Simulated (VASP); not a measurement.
# TePb (P6_3mc) in VASP: settings compared, part 3 of 3

VASP 6.6.1.

### Step 5. Single point, r2SCAN

This run uses another cell than the first one, of 43.04 Å³/atom.

Contents of POSCAR:

```
TePb
1.0
    5.4984073724      0.0000000000      0.0000000000
   -2.7492036862      4.7617604648      0.0000000000
    0.0000000000      0.0000000000      6.5753564412
Pb Te
2 2
Direct
    0.3333333333      0.6666666667     -0.0620409686
    0.6666666667      0.3333333333      0.4379590314
    0.3333333333      0.6666666667      0.4370409686
    0.6666666667      0.3333333333      0.9370409686
```

Contents of INCAR.step1:

```
PREC = Accurate
ENCUT = 520
ISMEAR = -1
SIGMA = 0.02
LREAL = False
LASPH = True
NELM = 80
NBANDS = 28
GGA = PE
ALGO = Normal
EDIFF = 1E-4
LWAVE = True
LCHARG = False
```

Contents of INCAR.step2:

```
PREC = Accurate
ENCUT = 520
EDIFF = 1E-7
ISMEAR = -1
SIGMA = 0.02
LREAL = False
LASPH = True
NELM = 80
ALGO = Normal
ISIF = 2
LWAVE = False
LCHARG = False
METAGGA = R2SCAN
LMIXTAU = True
NBANDS = 28
ISTART = 1
```

Contents of KPOINTS:

```
regular mesh
0
Gamma
  6 6 4
```

Potentials or basis: VASP PAW PBE potentials, release 64 (Pb_d, Te).

The run is started by

```
> cat potpaw_PBE.64/Pb_d/POTCAR potpaw_PBE.64/Te/POTCAR > POTCAR
> cp INCAR.step1 INCAR
> mpirun -np 1 vasp_std > vasp.out
> cp INCAR.step2 INCAR
> mpirun -np 1 vasp_std > vasp.out
```

OUTCAR:

```text
PREC = Accurate
   ENCUT = 520
   EDIFF = 1E-7
   ISMEAR = -1
   LREAL = False
   LASPH = True
   NELM = 80
   ISIF = 2
   METAGGA = R2SCAN
   ISTART = 1

 ion  position               nearest neighbor table
   1  0.333  0.667  0.938-   4 3.17   4 3.17   4 3.17   3 3.28   3 3.29
   2  0.667  0.333  0.438-   3 3.17   3 3.17   3 3.17   4 3.28   4 3.29
   3  0.333  0.667  0.437-   2 3.17   2 3.17   2 3.17   1 3.28   1 3.29
   4  0.667  0.333  0.937-   1 3.17   1 3.17   1 3.17   2 3.28   2 3.29

  LATTYP: Found a hexagonal cell.
 ALAT       =     5.4984073724
 C/A-ratio  =     1.1958656381

  Lattice vectors:

 A1 = (   5.4984073724,   0.0000000000,   0.0000000000)
 A2 = (  -2.7492036862,   4.7617604648,   0.0000000000)
 A3 = (   0.0000000000,   0.0000000000,   6.5753564412)

Analysis of symmetry for initial positions (statically):
=====================================================================
 Subroutine PRICEL returns:
 Original cell was already a primitive cell.

 Routine SETGRP: Setting up the symmetry group for a
[... 166 lines left out ...]
  free energy    TOTEN  =      -164.91146208 eV

  energy without entropy =     -164.91146208  energy(sigma->0) =     -164.91146208

 E-fermi :   3.8041     XC(G=0):  -8.4498

 val. band max:        3.3683550056   @ k =   0.3333   0.3333   0.5000
 cond. band min:       4.7516463645   @ k =   0.3333   0.3333   0.5000
 fundamental gap:      1.3832913589
 Fermi energy:         3.8040991453

 k-point     1 :       0.0000    0.0000    0.0000
  band No.  band energies     occupation
      1     -14.1113      2.00000
      2     -14.0718      2.00000
      3     -14.0718      2.00000
      4     -14.0710      2.00000
      5     -14.0710      2.00000
      6     -14.0616      2.00000
[... 640 lines left out ...]
     27       9.1186      0.00000
     28       9.1186      0.00000

------------------------ aborting loop because EDIFF is reached ----------------------------------------

  FORCE on cell =-STRESS in cart. coord.  units (eV):
  Direction    XX          YY          ZZ          XY          YZ          ZX
  --------------------------------------------------------------------------------------
  -------------------------------------------------------------------------------------
  Total       -0.0108672     -0.0108672     -0.0190497      0.0000000     -0.0000000      0.0000000
  in kB       -0.1011359     -0.1011359     -0.1772860      0.0000000     -0.0000000      0.0000000
  external PRESSURE =      -0.1265192 kB  Pullay stress =       0.0000000 kB

 VOLUME and BASIS-vectors are now :
 -----------------------------------------------------------------------------
  energy-cutoff  :      520.00
  volume of cell :      172.16
      direct lattice vectors                 reciprocal lattice vectors
     5.498407372  0.000000000  0.000000000     0.181870846  0.105003182  0.000000000
    -2.749203686  4.761760465  0.000000000     0.000000000  0.210006364  0.000000000
     0.000000000  0.000000000  6.575356441     0.000000000  0.000000000  0.152083010

 POSITION                                       TOTAL-FORCE (eV/Angst)
 -----------------------------------------------------------------------------------
     -0.00000      3.17451      6.16741        -0.000000     -0.000000     -0.000433
      2.74920      1.58725      2.87974         0.000000      0.000000     -0.000433
     -0.00000      3.17451      2.87370         0.000000      0.000000      0.000433
      2.74920      1.58725      6.16138        -0.000000      0.000000      0.000433
 -----------------------------------------------------------------------------------
    total drift:                               -0.000000      0.000000     -0.000397

  FREE ENERGIE OF THE ION-ELECTRON SYSTEM (eV)
  ---------------------------------------------------
  free  energy   TOTEN  =      -164.9114620754 eV

  energy  without entropy=     -164.9114620754  energy(sigma->0) =     -164.91146208
```

OSZICAR.step1:

```text
N       E                     dE             d eps       ncg     rms          rms(c)
DAV:   1     0.380336898213E+03    0.38034E+03   -0.17526E+04  1176   0.133E+03
DAV:   2     0.245467348275E+02   -0.35579E+03   -0.34675E+03  1208   0.351E+02
DAV:   3    -0.133623031338E+02   -0.37909E+02   -0.37353E+02  1520   0.136E+02
DAV:   4    -0.149810985667E+02   -0.16188E+01   -0.16165E+01  1452   0.332E+01
DAV:   5    -0.150377756056E+02   -0.56677E-01   -0.56674E-01  1540   0.598E+00    0.463E+00
DAV:   6    -0.146909043193E+02    0.34687E+00   -0.77479E-01  1576   0.439E+00    0.293E+00
DAV:   7    -0.146823663648E+02    0.85380E-02   -0.26489E-01  1472   0.187E+00    0.125E+00
DAV:   8    -0.146860482570E+02   -0.36819E-02   -0.29068E-02  1268   0.124E+00    0.412E-01
DAV:   9    -0.146873650066E+02   -0.13167E-02   -0.43143E-03  1384   0.453E-01    0.927E-02
DAV:  10    -0.146877482958E+02   -0.38329E-03   -0.10980E-03  1052   0.209E-01    0.417E-02
DAV:  11    -0.146880379785E+02   -0.28968E-03   -0.58835E-04  1052   0.104E-01    0.546E-02
DAV:  12    -0.146880348818E+02    0.30967E-05   -0.22234E-05   848   0.422E-02
   1 F= -.14688035E+02 E0= -.14688035E+02  d E =-.104034E-11
```

Run time: 6.2 min. Hardware: 1 thread of AMD EPYC 9R45 (Zen 5), shared host; peak memory 0.33 GiB.

What came out:

```
Free energy            : -164.9115 eV
Pressure               : 0.0 GPa
Band gap on the k mesh : 1.38 eV
```

Levels at points of the mesh, in eV from the valence-band top:
```csv
k point,band 17,band 18,band 19,band 20,band 21,band 22,band 23,band 24
"(0.00, 0.00, 0.00)",-2.78,-1.49,-1.48,-1.48,1.49,1.49,3.10,3.10
"(0.50, 0.00, 0.00)",-2.57,-2.00,-1.90,-0.43,2.59,3.70,3.71,4.30
"(0.00, 0.00, 0.50)",-2.17,-2.17,-1.22,-1.22,1.99,1.99,1.99,1.99
"(0.50, 0.00, 0.50)",-1.46,-1.46,-0.63,-0.63,1.50,1.50,2.95,2.95
```

Caveat: the PAW data sets were made with another functional, which shifts forces and pressure a little; spin-orbit coupling is left out, which moves the levels of the heavy elements.

### Step 6. Relaxation of cell and atoms, PBEsol

This run uses another cell than the first one, of 43.83 Å³/atom.

Contents of INCAR:

```
SYSTEM = TePb
  PREC = Accurate
  ENCUT = 600
  EDIFF = 1E-6
  ISMEAR = -1
  SIGMA = 0.02
  LREAL = .False.
  LASPH = .True.
  NELM = 100
  ALGO = Normal
  ISIF = 3
  LWAVE = .False.
  LCHARG = .False.
  GGA = PS
  IBRION = 2
  NSW = 80
  EDIFFG = -0.005
```

Contents of KPOINTS:

```
regular mesh
0
Gamma
  6 6 4
  0 0 0
```

Contents of POSCAR:

```
TePb
1.0
    5.5300314096      0.0000000000      0.0000000000
   -2.7650157048      4.7891476844      0.0000000000
    0.0000000000      0.0000000000      6.6205249585
Pb Te
2 2
Direct
    0.3333333333      0.6666666667     -0.0620514360
    0.6666666667      0.3333333333      0.4379485640
    0.3333333333      0.6666666667      0.4370514360
    0.6666666667      0.3333333333      0.9370514360
```

Potentials or basis: VASP PAW PBE potentials, release 64 (Pb_d, Te).

The run is started by

```
> cat potpaw_PBE.64/Pb_d/POTCAR potpaw_PBE.64/Te/POTCAR > POTCAR
> mpirun -np 1 vasp_std > vasp.out
```

It took 5.8 min on 1 thread of AMD EPYC 9R45 (Zen 5), shared host; peak memory 0.39 GiB.

Results (log left out):

* Free energy: -15.9633 eV
* Relaxed volume: 41.49 Å³/atom
* Relaxed cell: a = 5.433 Å, b = 5.433 Å, c = 6.492 Å, α = 90.00°, β = 90.00°, γ = 120.00°
* Space group after relaxing (to 0.1 Å): P6_3/mmc (No. 194)
* Energy gained by relaxing: 12.5 meV/atom
* Ionic steps: 9
* Pressure after relaxing: 0.0 GPa
* Band gap on the k mesh: 1.03 eV

The path:
| step | energy change (eV) | largest force (eV/Å) | pressure (GPa) | volume (Å³) |
| --- | --- | --- | --- | --- |
| 1 | 0.0000 | 0.0006 | -1.63 | 175.34 |
| 2 | -0.0481 | 0.0039 | 0.36 | 164.26 |
| 3 | -0.0501 | 0.0032 | 0.00 | 166.00 |
| 4 | -0.0501 | 0.0031 | -0.01 | 166.19 |
| 5 | -0.0501 | 0.0026 | -0.04 | 166.16 |
| 6 | -0.0501 | 0.0028 | -0.03 | 166.16 |
| 7 | -0.0501 | 0.0026 | 0.01 | 165.93 |
| 8 | -0.0501 | 0.0033 | -0.01 | 166.02 |
| 9 | -0.0502 | 0.0019 | 0.00 | 165.98 |

Final structure:
```cif
data_structure
_symmetry_space_group_name_H-M 'P 1'
_symmetry_Int_Tables_number 1
_cell_length_a 5.4332
_cell_length_b 5.4332
_cell_length_c 6.4923
_cell_angle_alpha 90.000
_cell_angle_beta 90.000
_cell_angle_gamma 120.000
_cell_volume 165.98
loop_
_atom_site_label
_atom_site_type_symbol
_atom_site_fract_x
_atom_site_fract_y
_atom_site_fract_z
_atom_site_occupancy
Pb1 Pb 0.33333 0.66667 0.93789 1
Pb2 Pb 0.66667 0.33333 0.43789 1
Te1 Te 0.33333 0.66667 0.43711 1
Te2 Te 0.66667 0.33333 0.93711 1
```

Levels at points of the mesh, in eV from the valence-band top:
```tsv
k point	band 18	band 19	band 20	band 21	band 22	band 23
(0.00, 0.00, 0.00)	-1.50	-1.47	-1.47	1.19	1.19	2.86
(0.50, 0.00, 0.00)	-2.10	-1.91	-0.45	2.32	3.43	3.51
(0.00, 0.00, 0.50)	-2.21	-1.28	-1.28	1.70	1.70	1.70
(0.50, 0.00, 0.50)	-1.52	-0.65	-0.65	1.18	1.18	2.74
```

Caveat: the PAW data sets were made with another functional, which shifts forces and pressure a little; spin-orbit coupling is left out, which moves the levels of the heavy elements.

### Step 7. Summary

| task | level | potentials or basis | cell | cutoff (eV) | smearing | gap on the mesh (eV) | pressure (GPa) |
| --- | --- | --- | --- | --- | --- | --- | --- |
| single point | PBEsol | VASP PAW PBE potentials, release 64 (Pb_d, Te) | a = 5.434, b = 5.434, c = 6.494 Å, angles 90.0, 90.0, 120.0°, 4 atoms | 520 | fermi-dirac 0.02 eV | 1.03 | -0.1 |
| single point | LDA | VASP PAW LDA potentials, release 64 (Pb_d, Te) | a = 5.498, b = 5.498, c = 6.575 Å, angles 90.0, 90.0, 120.0°, 4 atoms | 520 | gaussian 0.01 eV | 1.03 | -2.1 |
| single point | PBE | VASP PAW PBE potentials, release 64 (Pb_d, Te) | a = 5.530, b = 5.530, c = 6.621 Å, angles 90.0, 90.0, 120.0°, 4 atoms | 520 | fermi-dirac 0.02 eV | 1.14 | 0.0 |
| single point | r2SCAN | VASP PAW PBE potentials, release 64 (Pb_d, Te) | a = 5.498, b = 5.498, c = 6.575 Å, angles 90.0, 90.0, 120.0°, 4 atoms | 520 | fermi-dirac 0.02 eV | 1.38 | 0.0 |
| relaxation of cell and atoms | PBEsol | VASP PAW PBE potentials, release 64 (Pb_d, Te) | relaxed from a = 5.530, b = 5.530, c = 6.621 Å, angles 90.0, 90.0, 120.0°, 4 atoms | 600 | fermi-dirac 0.02 eV | 1.03 | 0.0 |

Alike in all rows: no spin polarisation; k mesh 6 × 6 × 4.

Caveats: spin-orbit coupling is left out, which moves the levels of the heavy elements; the PAW data sets were made with another functional, which shifts forces and pressure a little (at least some runs).

Total energies depend on the potentials used, so only differences within one code and one set of settings carry meaning.
